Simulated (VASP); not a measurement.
Here is a VASP 6.6.1 calculation.

File INCAR:

```
PREC = Accurate
ENCUT = 600
EDIFF = 1E-6
ISMEAR = 0
SIGMA = 0.1
LREAL = False
LASPH = True
NELM = 80
ALGO = Fast
ISIF = 3
LWAVE = False
LCHARG = False
GGA = PE
IBRION = 2
NSW = 80
EDIFFG = -0.01
```

File KPOINTS:

```
regular mesh
0
Gamma
  10 10 14
```

The input POSCAR:

```
Al2Cu
1.0
    4.1051820000      0.0000000000      0.0000000000
    0.0000000000      4.1051820000      0.0000000000
    0.0000000000      0.0000000000      2.8913130000
Al Cu
2 1
Direct
    0.5000000000      0.0000000000      0.5000000000
    0.0000000000      0.5000000000      0.5000000000
    0.0000000000      0.0000000000      0.0000000000
```

Potentials or basis: VASP PAW PBE potentials, release 64 (Al, Cu).

Launch:

```bash
$ cat potpaw_PBE.64/Al/POTCAR potpaw_PBE.64/Cu/POTCAR > POTCAR
$ mpirun -np 1 vasp_std > vasp.out
```

Q: What does it give for the relaxed volume?

A: 16.36 Å³/atom.

Q: What does it give for the relaxed cell?

A: a = 4.124 Å, b = 4.124 Å, c = 2.887 Å, α = 90.00°, β = 90.00°, γ = 90.00°.

Step by step:
```tsv
step	energy change (eV)	largest force (eV/Å)	pressure (GPa)	volume (Å³)
1	0.0000	0.0000	1.70	48.73
2	0.0030	0.0000	-1.84	49.95
3	-0.0008	0.0000	0.02	49.16
4	-0.0008	0.0000	-0.30	49.18
5	-0.0009	0.0000	0.12	48.99
6	-0.0009	0.0000	0.13	49.07
7	-0.0010	0.0000	0.07	49.08
8	-0.0011	0.0000	0.06	49.09
```

Caveat: the highest band is partly filled, so the run has too few bands.
